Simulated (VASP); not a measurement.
Write the native input for VASP 6.6.1 that does the following.

| Quantity | Value |
| --- | --- |
| Task | single point |
| Functional | LDA |
| Potentials or basis | VASP PAW LDA potentials, release 64 (Sn_d, O_h) |
| Cutoff | 1340 eV |
| k mesh | 10 × 10 × 8 |
| Occupations | gaussian, width 0.15 eV |
| Spin | no spin polarisation |
| Dipole correction | no |
| Further INCAR settings | ALGO = Normal; EDIFF = 1e-06; NBANDS = 28 |

The structure of SnO lies in POSCAR:

```
SnO
1.0
    3.8222000000      0.0000000000      0.0000000000
    0.0000000000      3.8222000000      0.0000000000
    0.0000000000      0.0000000000      4.6562290729
Sn O
2 2
Direct
    0.0000000000      0.5000000000      0.2455950842
    0.5000000000      0.0000000000      0.7544049158
    0.0000000000      0.0000000000      0.0000000000
    0.5000000000      0.5000000000      0.0000000000
```

One way to write it, as run:

INCAR

```
SYSTEM = SnO
PREC = Accurate
ENCUT = 1340
EDIFF = 1E-6
ISMEAR = 0
SIGMA = 0.15
LREAL = .False.
LASPH = .True.
NELM = 120
ALGO = Normal
ISIF = 2
LWAVE = .False.
LCHARG = .False.
GGA = CA
NBANDS = 28
GGA_COMPAT = .False.
```

KPOINTS

```
Automatic mesh
0
Gamma
  10 10 8
  0 0 0
```

Potentials or basis: VASP PAW LDA potentials, release 64 (Sn_d, O_h).

The run is started by

```bash
$ cat potpaw_LDA.64/Sn_d/POTCAR potpaw_LDA.64/O_h/POTCAR > POTCAR
$ mpirun -np 1 vasp_std > vasp.out
```

Results of the run:

```yaml
Pressure: -2.8 GPa
Largest_force: 0.211 eV/Å
Band_gap_on_the_k_mesh: zero (bands 20 and 21 overlap by 0.03 eV)
```

Caveat: semilocal functionals underestimate gaps, and a narrow one can read as zero; spin-orbit coupling is left out, which moves the levels of the heavy elements.

Run time: 6.7 min on 1 thread of Intel(R) Xeon(R) Platinum 8488C (Sapphire Rapids), on a shared host, peak memory 0.75 GiB.
